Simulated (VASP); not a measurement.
# Sb (Im-3m) in VASP: notebook

Runs on Sb. Level: PBE. Tasks: density of states.

Program: VASP 6.6.1. These are calculated values, not measurements. Logs are shortened: lines on timing, memory, paths and dates and some standing lists are left out, and cuts for length are marked.

### 1 The cell of the first run

It takes space group Im-3m (No. 229, cubic). Conventional cell: a = 2.794 Å, b = 2.794 Å, c = 2.794 Å, α = 90.00°, β = 90.00°, γ = 90.00°. Within 3.2 Å of Sb (site symmetry m-3m) lie 14 Sb at 2.42 to 2.79 Å.

### 2 Density of states, PBE (volume scaled by 0.4)

POSCAR reads:

```
Sb
1.0
   -1.3971893102      1.3971893102      1.3971893102
    1.3971893102     -1.3971893102      1.3971893102
    1.3971893102      1.3971893102     -1.3971893102
Sb
1
Direct
    0.0000000000      0.0000000000      0.0000000000
```

INCAR.step1 reads:

```
  PREC = Accurate
  ENCUT = 400
  EDIFF = 1E-6
  ISMEAR = -1
  SIGMA = 0.1
  LREAL = F
  LASPH = T
  NELM = 120
  ALGO = Normal
  ISIF = 2
  LWAVE = F
  LCHARG = T
  GGA = PE
  NBANDS = 8
  GGA_COMPAT = F
  NEDOS = 2001
  LORBIT = 11
```

KPOINTS.step1 reads:

```
regular mesh
0
Gamma
  16 16 16
```

INCAR.step2 reads:

```
  PREC = Accurate
  ENCUT = 400
  EDIFF = 1E-6
  ISMEAR = -5
  SIGMA = 0.1
  LREAL = F
  LASPH = T
  NELM = 120
  ALGO = Normal
  ISIF = 2
  LWAVE = F
  LCHARG = F
  GGA = PE
  LORBIT = 10
  NBANDS = 8
  NEDOS = 2001
  ICHARG = 11
  GGA_COMPAT = F
```

KPOINTS.step2 reads:

```
regular mesh
0
Gamma
  24 24 24
```

Potentials or basis: VASP PAW PBE potentials, release 64 (Sb).

Launch:

```sh
> cat potpaw_PBE.64/Sb/POTCAR > POTCAR
> cp INCAR.step1 INCAR
> cp KPOINTS.step1 KPOINTS
> mpirun -np 1 vasp_std > vasp.out
> cp INCAR.step2 INCAR
> cp KPOINTS.step2 KPOINTS
> mpirun -np 1 vasp_std > vasp.out
```

OUTCAR:

```text
PREC = Accurate
   ENCUT = 400
   EDIFF = 1E-6
   ISMEAR = -5
   LREAL = F
   LASPH = T
   NELM = 120
   ISIF = 2
   GGA = PE
   LORBIT = 10
   ICHARG = 11

 ion  position               nearest neighbor table
   1  0.000  0.000  0.000-

  LATTYP: Found a body centered cubic cell.
 ALAT       =     2.7943786204

  Lattice vectors:

 A1 = (  -1.3971893102,   1.3971893102,   1.3971893102)
 A2 = (   1.3971893102,  -1.3971893102,   1.3971893102)
 A3 = (   1.3971893102,   1.3971893102,  -1.3971893102)

Analysis of symmetry for initial positions (statically):
=====================================================================
 Subroutine PRICEL returns:
 Original cell was already a primitive cell.

 Routine SETGRP: Setting up the symmetry group for a
 body centered cubic supercell.

 Subroutine GETGRP returns: Found 48 space group operations
 (whereof 48 operations were pure point group operations)
 out of a pool of 48 trial point group operations.

The static configuration has the point symmetry O_h .

Analysis of symmetry for dynamics (positions and initial velocities):
=====================================================================
 Subroutine PRICEL returns:
 Original cell was already a primitive cell.

 Routine SETGRP: Setting up the symmetry group for a
 body centered cubic supercell.

 Subroutine GETGRP returns: Found 48 space group operations
 (whereof 48 operations were pure point group operations)
 out of a pool of 48 trial point group operations.

The dynamic configuration has the point symmetry O_h .

 Subroutine INISYM returns: Found 48 space group operations
 (whereof 48 operations are pure point group operations),
 and found     1 'primitive' translations

----------------------------------------------------------------------------------------

                                     Primitive cell

  volume of cell :      10.9100

  direct lattice vectors                    reciprocal lattice vectors
    -1.397189310  1.397189310  1.397189310     0.000000000  0.357861312  0.357861312
     1.397189310 -1.397189310  1.397189310     0.357861312  0.000000000  0.357861312
     1.397189310  1.397189310 -1.397189310     0.357861312  0.357861312  0.000000000

  length of vectors
     2.420002873  2.420002873  2.420002873     0.506092321  0.506092321  0.506092321

  position of ions in fractional coordinates (direct lattice)
     0.000000000  0.000000000  0.000000000

  ion indices of the primitive-cell ions
   primitive index   ion index
                 1           1

----------------------------------------------------------------------------------------

 KPOINTS: regular mesh

Automatic generation of k-mesh.
 Grid dimensions read from file:
 generate k-points for:   24   24   24

 Generating k-lattice:

  Cartesian coordinates                     Fractional coordinates (reciprocal lattice)
     0.000000000  0.014910888  0.014910888     0.041666667  0.000000000  0.000000000
     0.014910888  0.000000000  0.014910888     0.000000000  0.041666667  0.000000000
     0.014910888  0.014910888  0.000000000     0.000000000  0.000000000  0.041666667

  Length of vectors
     0.021087180  0.021087180  0.021087180

  Shift w.r.t. Gamma in fractional coordinates (k-lattice)
     0.000000000  0.000000000  0.000000000

 TETIRR: Found  16469 inequivalent tetrahedra from    82944

 Subroutine IBZKPT returns following result:
 ===========================================

 Found    413 irreducible k-points:

 Following reciprocal coordinates:
            Coordinates               Weight
  0.000000  0.000000  0.000000      1.000000
  0.041667  0.000000  0.000000     12.000000
  0.083333  0.000000  0.000000     12.000000
  0.125000  0.000000  0.000000     12.000000
  0.166667  0.000000  0.000000     12.000000
  0.208333  0.000000  0.000000     12.000000
[... 16 lines left out ...]
  0.416667  0.041667  0.000000     48.000000
  0.458333  0.041667  0.000000     48.000000
 [... further k-points ...]
   k-points           NKPTS =    413   k-points in BZ     NKDIM =    413   number of bands    NBANDS=      8
   number of dos      NEDOS =   2001   number of ions     NIONS =      1
   total plane-waves  NPLWV =   4096
   dimension x,y,z NGX =    16 NGY =   16 NGZ =   16
   dimension x,y,z NGXF=    32 NGYF=   32 NGZF=   32
   ions per type =               1
   NGX,Y,Z   is equivalent  to a cutoff of  10.99, 10.99, 10.99 a.u.
   NGXF,Y,Z  is equivalent  to a cutoff of  21.98, 21.98, 21.98 a.u.
 SYSTEM =  unknown system
   PREC   = accura    normal or accurate (medium, high low for compatibility)
   ISTART =      0    job   : 0-new  1-cont  2-samecut
   ICHARG =     11    charge: 1-file 2-atom 10-const
   ISPIN  =      1    spin polarized calculation?
   LNONCOLLINEAR =      F non collinear calculations
   LSORBIT =      F    spin-orbit coupling
   LASPH  =      T    aspherical Exc in radial PAW
   ENCUT  =  400.0 eV  29.40 Ry    5.42 a.u.   3.95  3.95  3.95*2*pi/ulx,y,z
   NELM   =    120;   NELMIN=  2; NELMDL=  0     # of ELM steps
   EDIFF  = 0.1E-05   stopping-criterion for ELM
   LREAL  =      F    real-space projection
   EDIFFG = 0.1E-04   stopping-criterion for IOM
   NSW    =      0    number of steps for IOM
   IBRION =     -1    ionic relax: 0-MD 1-quasi-New 2-CG
   NFREE  =      0    steps in history (QN), initial steepest desc. (CG)
   ISIF   =      2    stress and relaxation
   ISYM   =      2    0-nonsym 1-usesym 2-fastsym
   POTIM  = 0.5000    time-step for ionic-motion
   TEBEG  =    0.0;   TEEND  =   0.0 temperature during run
   PSTRESS=    0.0 pullay stress
   NELECT =       5.0000    total number of electrons
   NUPDOWN=      -1.0000    fix difference up-down
   EMIN   =  10.00;   EMAX   =-10.00  energy-range for DOS
   EFERMI =   0.00;   METHOD = LEGACY
   ISMEAR =    -5;   SIGMA  =   0.10  broadening in eV -4-tet -1-fermi 0-gaus
   EFERMI_NEDOS =   21; number of points for ismear=-14 and -15
   IALGO  =     38    algorithm
   IMIX   =      4    mixing-type and parameters
     AMIX     =   0.40;   BMIX     =  1.00
     AMIX_MAG =   1.60;   BMIX_MAG =  1.00
  volume/ion in A,a.u.               =      10.91        73.62
  Fermi-wavevector in a.u.,A,eV,Ry     =   1.262185  2.385183 21.675581  1.593110
  Thomas-Fermi vector in A             =   2.395606
   LORBIT       =     10    0 simple, 1 ext, 2 COOP (PROOUT), +10 PAW based schemes
   GGA     = PE    functional components
   LHFCALC =     F    Hartree Fock is set to
   AEXX    =    0.0000 exact exchange contribution
   IVDW    =     0    specifies the selected vdW correction
   LEPSILON=     F    determine dielectric tensor
   LRPA    =     F    only Hartree local field effects (RPA)
 non-spin polarized calculation
 Fermi weights with tetrahedron method with Bloechl corrections
  energy-cutoff  :      400.00
  volume of cell :       10.91
 maximum number of plane-waves:       216

 number of electron       5.0000000 magnetization

 Free energy of the ion-electron system (eV)
  ---------------------------------------------------
  ext. energy  EPLUGINS =         0.00000000
  ---------------------------------------------------
  free energy    TOTEN  =         6.12167992 eV

  energy without entropy =        6.12167992  energy(sigma->0) =        6.12167992

 E-fermi :  27.1614     XC(G=0): -14.6572

 val. band max:       27.2012831968   @ k =  -0.3750   0.3750   0.2083
 cond. band min:      26.9732626755   @ k =   0.2083   0.1250   0.1250
 fundamental gap:     -0.2280205213
 Fermi energy:        27.1614224135

 k-point     1 :       0.0000    0.0000    0.0000
  band No.  band energies     occupation
      1       2.3943      2.00000
      2      36.8931      0.00000
      3      36.8931      0.00000
      4      36.8931      0.00000
      5      41.3453      0.00000
      6      41.3453      0.00000
      7      41.3453      0.00000
      8      42.2016      0.00000

 k-point     2 :       0.0417    0.0000    0.0000
  band No.  band energies     occupation
      1       2.4711      2.00000
      2      36.5027      0.00000
      3      36.8366      0.00000
      4      36.8431      0.00000
      5      40.9344      0.00000
      6      41.0698      0.00000
      7      41.5167      0.00000
      8      41.8526      0.00000

 k-point     3 :       0.0833    0.0000    0.0000
  band No.  band energies     occupation
      1       2.7018      2.00000
      2      35.4298      0.00000
      3      36.6157      0.00000
      4      36.7129      0.00000
      5      40.0219      0.00000
      6      40.4571      0.00000
      7      41.3522      0.00000
      8      42.0103      0.00000

 k-point     4 :       0.1250    0.0000    0.0000
  band No.  band energies     occupation
      1       3.0877      2.00000
      2      33.8374      0.00000
      3      36.1380      0.00000
      4      36.5430      0.00000
      5      38.9098      0.00000
      6      39.8121      0.00000
      7      41.1635      0.00000
      8      42.7845      0.00000

 k-point     5 :       0.1667    0.0000    0.0000
  band No.  band energies     occupation
      1       3.6305      2.00000
      2      31.8733      0.00000
      3      35.4103      0.00000
      4      36.3670      0.00000
      5      37.7081      0.00000
      6      39.2792      0.00000
      7      41.3912      0.00000
      8      43.2710      0.00000

 k-point     6 :       0.2083    0.0000    0.0000
  band No.  band energies     occupation
      1       4.3322      2.00000
      2      29.6737     -0.02280
      3      34.5491      0.00000
      4      36.2038      0.00000
      5      36.4769      0.00000
      6      38.8879      0.00000
      7      41.9612      0.00000
      8      43.4667      0.00000

 k-point     7 :       0.2500    0.0000    0.0000
  band No.  band energies     occupation
      1       5.1943      2.00000
      2      27.3494      0.73909
      3      33.6709      0.00000
      4      35.2688      0.00000
      5      36.0622      0.00000
      6      38.6229      0.00000
      7      42.7613      0.00000
      8      43.6555      0.00000
[... 133 lines left out ...]
 k-point    20 :       0.2917    0.0417    0.0000
  band No.  band energies     occupation
      1       6.8499      2.00000
      2      23.8484      2.00214
      3      32.0074      0.00000
      4      33.2355      0.00000
      5      36.2711      0.00000
      6      38.8727      0.00000
      7      43.0944      0.00000
      8      45.0697      0.00000

 k-point    21 :       0.3333    0.0417    0.0000
  band No.  band energies     occupation
      1       8.1122      2.00000
      2      21.5284      2.00000
      3      31.3836      0.00000
      4      32.3819      0.00000
      5      36.1566      0.00000
      6      38.7665      0.00000
      7      43.6029      0.00000
      8      45.6802      0.00000

 k-point    22 :       0.3750    0.0417   -0.0000
  band No.  band energies     occupation
      1       9.5226      2.00000
      2      19.2966      2.00000
      3      30.8858      0.00000
      4      31.7115      0.00000
      5      36.0744      0.00000
      6      38.7146      0.00000
      7      44.0296      0.00000
      8      46.2224      0.00000

 k-point    23 :       0.4167    0.0417    0.0000
  band No.  band energies     occupation
      1      11.0483      2.00000
      2      17.2104      2.00000
      3      30.5349      0.00000
      4      31.2553      0.00000
      5      36.0214      0.00000
      6      38.6945      0.00000
      7      44.3885      0.00000
      8      46.6053      0.00000

 k-point    24 :       0.4583    0.0417    0.0000
  band No.  band energies     occupation
      1      12.5018      2.00000
      2      15.4729      2.00000
      3      30.3520      0.00000
      4      31.0263      0.00000
      5      35.9953      0.00000
      6      38.6892      0.00000
      7      44.6206      0.00000
      8      46.8165      0.00000

 [... further k-points ...]

------------------------ aborting loop because EDIFF is reached ----------------------------------------

  FORCE on cell =-STRESS in cart. coord.  units (eV):
  Direction    XX          YY          ZZ          XY          YZ          ZX
  --------------------------------------------------------------------------------------
  -------------------------------------------------------------------------------------
  Total       32.0976015     32.0976015     32.0976015     -0.0000000     -0.0000000      0.0000000
  in kB     4713.6508415   4713.6508415   4713.6508415     -0.0000000     -0.0000000      0.0000000
  external PRESSURE =    4713.6508415 kB  Pullay stress =       0.0000000 kB

 VOLUME and BASIS-vectors are now :
 -----------------------------------------------------------------------------
  energy-cutoff  :      400.00
  volume of cell :       10.91
      direct lattice vectors                 reciprocal lattice vectors
    -1.397189310  1.397189310  1.397189310     0.000000000  0.357861312  0.357861312
     1.397189310 -1.397189310  1.397189310     0.357861312  0.000000000  0.357861312
     1.397189310  1.397189310 -1.397189310     0.357861312  0.357861312  0.000000000

 POSITION                                       TOTAL-FORCE (eV/Angst)
 -----------------------------------------------------------------------------------
      0.00000      0.00000      0.00000        -0.000000     -0.000000     -0.000000
 -----------------------------------------------------------------------------------
    total drift:                                0.000000      0.000000      0.000000

  FREE ENERGIE OF THE ION-ELECTRON SYSTEM (eV)
  ---------------------------------------------------
  free  energy   TOTEN  =         6.1216799230 eV

  energy  without entropy=        6.1216799230  energy(sigma->0) =        6.12167992

 total charge

# of ion       s       p       d       tot
------------------------------------------
    1        1.297   1.879   0.388   3.564
```

It took 19 s on 1 thread of Intel Xeon Platinum 8259CL at 2.50GHz (Skylake/Cascade Lake), shared host; peak memory 0.15 GiB.

What came out:

* Valence electrons inside the program's atomic spheres: Sb 3.56

Caveat: the cell differs from its parent crystal (volume scaled by 0.4); spin-orbit coupling is left out, which moves the levels of the heavy elements; tetrahedron occupations give inexact forces and stress in metals.

### 3 Density of states, PBE

This run uses another cell than the first one, of 27.28 Å³/atom, 2.500 times its volume.

POSCAR reads:

```
Sb
1.0
   -1.8962776387      1.8962776387      1.8962776387
    1.8962776387     -1.8962776387      1.8962776387
    1.8962776387      1.8962776387     -1.8962776387
Sb
1
Direct
    0.0000000000      0.0000000000      0.0000000000
```

INCAR.step1 reads:

```
PREC = Accurate
ENCUT = 400
EDIFF = 1E-6
ISMEAR = -1
SIGMA = 0.1
LREAL = F
LASPH = T
NELM = 120
ALGO = Normal
ISIF = 2
LWAVE = F
LCHARG = T
GGA = PE
NBANDS = 8
GGA_COMPAT = F
NEDOS = 2001
LORBIT = 11
```

KPOINTS.step1 reads:

```
Automatic mesh
0
Gamma
  16 16 16
```

INCAR.step2 reads:

```
PREC = Accurate
ENCUT = 400
EDIFF = 1E-6
ISMEAR = -5
SIGMA = 0.1
LREAL = F
LASPH = T
NELM = 120
ALGO = Normal
ISIF = 2
LWAVE = F
LCHARG = F
GGA = PE
LORBIT = 11
NEDOS = 2001
ICHARG = 11
GGA_COMPAT = F
```

KPOINTS.step2 reads:

```
Automatic mesh
0
Gamma
  24 24 24
```

Potentials or basis: VASP PAW PBE potentials, release 64 (Sb).

Launch:

```sh
> cat potpaw_PBE.64/Sb/POTCAR > POTCAR
> cp INCAR.step1 INCAR
> cp KPOINTS.step1 KPOINTS
> mpirun -np 1 vasp_std > vasp.out
> cp INCAR.step2 INCAR
> cp KPOINTS.step2 KPOINTS
> mpirun -np 1 vasp_std > vasp.out
```

It took 71 s on 1 thread of Intel Xeon 8259CL, shared host; peak memory 0.18 GiB.

It converged, with:

* Valence electrons inside the program's atomic spheres: Sb 2.33

Levels at points of the mesh, in eV from the Fermi level:
```
           k point  band 1  band 2  band 3  band 4  band 5  band 6
(0.00, 0.00, 0.00)  -12.74    5.39    5.39    5.39   10.50   10.50
(0.50, 0.00, 0.00)   -8.78   -5.50    1.66    3.70    6.38    6.91
(0.50, 0.50, 0.50)   -5.65   -1.96   -1.96   -1.96    3.00    3.00
```

Caveat: spin-orbit coupling is left out, which moves the levels of the heavy elements; tetrahedron occupations give inexact forces and stress in metals.

### 4 Density of states, PBE

This run uses another cell than the first one, of 27.28 Å³/atom, 2.500 times its volume.

POSCAR is that of step 3.

INCAR.step1 reads:

```
SYSTEM = Sb
ALGO     = Normal         ! electronic algorithm
EDIFF    = 1E-6           ! SCF threshold, eV
ENCUT    = 400            ! plane-wave cutoff, eV
GGA      = PE             ! functional
GGA_COMPAT= .False.      
ISIF     = 2              ! what is computed and relaxed
ISMEAR   = -1             ! smearing method
LASPH    = .True.         ! aspherical terms in the spheres
LCHARG   = .True.         ! write CHGCAR
LORBIT   = 11             ! projections on sites
LREAL    = .False.        ! projectors in reciprocal space
LWAVE    = .False.        ! write WAVECAR
NBANDS   = 8              ! bands
NEDOS    = 2001           ! points of the DOS
NELM     = 120            ! most SCF steps
PREC     = Accurate       ! precision mode
SIGMA    = 0.1            ! smearing width, eV
```

KPOINTS.step1 reads:

```
k-points
0
Gamma
  16 16 16
  0 0 0
```

INCAR.step2 reads:

```
SYSTEM = Sb
ALGO     = Normal         ! electronic algorithm
EDIFF    = 1E-6           ! SCF threshold, eV
ENCUT    = 400            ! plane-wave cutoff, eV
GGA      = PE             ! functional
GGA_COMPAT= .False.      
ICHARG   = 11             ! starting density
ISIF     = 2              ! what is computed and relaxed
ISMEAR   = -5             ! smearing method
LASPH    = .True.         ! aspherical terms in the spheres
LCHARG   = .False.        ! write CHGCAR
LORBIT   = 11             ! projections on sites
LREAL    = .False.        ! projectors in reciprocal space
LWAVE    = .False.        ! write WAVECAR
NEDOS    = 1001           ! points of the DOS
NELM     = 120            ! most SCF steps
PREC     = Accurate       ! precision mode
SIGMA    = 0.1            ! smearing width, eV
```

KPOINTS.step2 reads:

```
k-points
0
Gamma
  24 24 24
  0 0 0
```

Launch:

```sh
> cat potpaw_PBE.64/Sb/POTCAR > POTCAR
> cp INCAR.step1 INCAR
> cp KPOINTS.step1 KPOINTS
> mpirun -np 1 vasp_std > vasp.out
> cp INCAR.step2 INCAR
> cp KPOINTS.step2 KPOINTS
> mpirun -np 1 vasp_std > vasp.out
```

Run time: 66 s. Hardware: 1 thread of Intel Xeon 8259CL, shared host; peak memory 0.19 GiB.

It converged, with:

```
Valence electrons inside the program's atomic spheres : Sb 2.33
```

Levels at points of the mesh, in eV from the Fermi level:
```tsv
k point	band 1	band 2	band 3	band 4	band 5	band 6
(0.00, 0.00, 0.00)	-12.74	5.39	5.39	5.39	10.50	10.50
(0.50, 0.00, 0.00)	-8.78	-5.50	1.66	3.70	6.38	6.91
(0.50, 0.50, 0.50)	-5.65	-1.96	-1.96	-1.96	3.00	3.00
```

Caveat: spin-orbit coupling is left out, which moves the levels of the heavy elements; tetrahedron occupations give inexact forces and stress in metals.
